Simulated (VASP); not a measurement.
Zn: single point with PBEsol

The system is Zn.

```
Zn
1.0
     2.39131    0.00000    0.00000
    -1.19566    2.07094    0.00000
     0.00000    0.00000    3.90539
Zn
2
Direct
  0.33333 0.66667 0.25000
  0.66667 0.33333 0.75000
```

```
Program             : VASP 6.6.1
Task                : single point
Functional          : PBEsol
Potentials or basis : VASP PAW PBE potentials, release 64 (Zn)
Cutoff              : 520 eV
k mesh              : 12 × 12 × 6
Occupations         : gaussian, width 0.1 eV
Spin                : no spin polarisation
```

| Item | Value |
| --- | --- |
| Pressure | 87.8 GPa |
| Band gap on the k mesh | zero (band 12 reaches 9.10 eV, above the bottom of band 13 at 6.39 eV) |

Stress tensor (GPa, compression positive):
```
89.17  0.00  0.00
 0.00 89.17  0.00
 0.00  0.00 85.00
```

Levels at points of the mesh, in eV from the Fermi level:
```tsv
k point	band 8	band 9	band 10	band 11	band 12	band 13	band 14	band 15	band 16	band 17
(0.00, 0.00, 0.00)	-9.25	-9.25	-8.45	-8.45	-5.72	-0.80	20.36	20.45	20.45	22.22
(0.50, 0.00, 0.00)	-8.35	-8.31	-8.24	-5.27	-3.44	4.09	4.73	7.19	7.99	10.52
(0.00, 0.00, 0.50)	-9.80	-8.69	-8.69	-8.69	-8.69	9.53	9.53	21.23	21.23	22.72
(0.50, 0.00, 0.50)	-8.52	-8.28	-8.28	-4.18	-4.18	0.54	0.54	13.89	13.89	15.74
```

Run time: 11 s on 1 thread of AMD EPYC 9R45 96-Core Processor (Zen 5), on a shared host, peak memory 0.11 GiB.

Caveat: the PAW data sets were made with another functional, which shifts forces and pressure a little.
